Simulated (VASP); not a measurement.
Crystal: Rb.

```
Rb
1.0
     4.99157    0.00000    0.00000
    -2.00353    4.57183    0.00000
    -1.49402   -2.28592    4.17831
Rb
1
Direct
  0.00000 0.00000 0.00000
```

| Property | Result |
| --- | --- |
| Program | VASP 6.6.1 |
| Task | relaxation of cell and atoms |
| Functional | PBEsol |
| Dispersion | D3(BJ) |
| Potentials or basis | VASP PAW PBE potentials, release 64 (Rb_sv) |
| Cutoff | 600 eV |
| k mesh | 5 × 5 × 5 |
| Occupations | gaussian, width 0.1 eV |
| Spin | no spin polarisation |

At the start: pressure -0.4 GPa; volume 95.35 Å³/atom.

**Question.** How do energy, volume and symmetry change on relaxing?

**Answer.** Over 9 steps the energy falls by 26.7 meV/atom and the volume is 78.62 Å³/atom (-17.5 %); space group I4/mmm (No. 139, to 0.05 Å).

Step by step:
```
step  energy change (eV)  largest force (eV/Å)  pressure (GPa)  volume (Å³)
   1              0.0000                0.0000           -0.44        95.35
   2             -0.0093                0.0000           -0.38        91.78
   3             -0.0236                0.0000           -0.19        83.87
   4             -0.0122                0.0000            0.54        69.45
   5             -0.0266                0.0000           -0.02        79.41
   6             -0.0266                0.0000           -0.01        78.89
   7             -0.0266                0.0000            0.01        78.58
   8             -0.0266                0.0000            0.01        78.59
   9             -0.0267                0.0000            0.02        78.62
```

Final structure:
```xyz
1
Lattice="4.6840 -0.0428 0.0000 -1.9193 4.2730 0.0000 -1.3824 -2.1151 3.9443" Properties=species:S:1:pos:R:3 pbc="T T T"
Rb    0.0000    0.0000    0.0000
```

Caveat: the volume moved by over 15 % at a fixed basis, so the end points are rough; the PAW data sets were made with another functional, which shifts forces and pressure a little; pairwise dispersion overbinds metals, which lowers pressure and volume.
